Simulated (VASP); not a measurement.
Here is a VASP 6.6.1 calculation.

POSCAR

```
ZnCu
1.0
    2.9196512903      0.0000000000      0.0000000000
    0.0000000000      2.9196512903      0.0000000000
    0.0000000000      0.0000000000      2.9196512903
Cu Zn
1 1
Direct
    0.0000000000      0.0000000000      0.0000000000
    0.5000000000      0.5000000000      0.5000000000
```

Contents of INCAR.step1:

```
ALGO = Normal
EDIFF = 1E-5
ENCUT = 520
GGA = PE
ISIF = 2
ISMEAR = -1
LASPH = T
LREAL = F
LWAVE = T
NBANDS = 18
NELM = 60
PREC = Accurate
SIGMA = 0.1
```

Contents of INCAR.step2:

```
ALGO = Normal
EDIFF = 1E-7
ENCUT = 520
GGA = PE
HFSCREEN = 0.2079
ISIF = 2
ISMEAR = -1
ISTART = 1
LASPH = T
LCHARG = T
LELF = T
LHFCALC = T
LREAL = F
LVHAR = T
LWAVE = F
NBANDS = 18
NELM = 60
PREC = Accurate
PRECFOCK = Normal
SIGMA = 0.1
```

The input KPOINTS:

```
k-points
0
Gamma
  4 4 4
```

Potentials or basis: VASP PAW PBE potentials, release 64 (Cu, Zn).

Command:

```sh
$ cat potpaw_PBE.64/Cu/POTCAR potpaw_PBE.64/Zn/POTCAR > POTCAR
$ cp INCAR.step1 INCAR
$ mpirun -np 1 vasp_std > vasp.out
$ cp INCAR.step2 INCAR
$ mpirun -np 1 vasp_std > vasp.out
```

Task: What does it give for the pressure?

Result: 4.8 GPa.

Task: Predict the band gap on the k mesh.

Result: Zero (an odd number of electrons rules out a gap without spin polarisation).

Caveat: the k points lie up to 0.54 Å⁻¹ apart, too coarse for converged energies and pressures of a metal; the PAW data sets were made with another functional, which shifts forces and pressure a little.
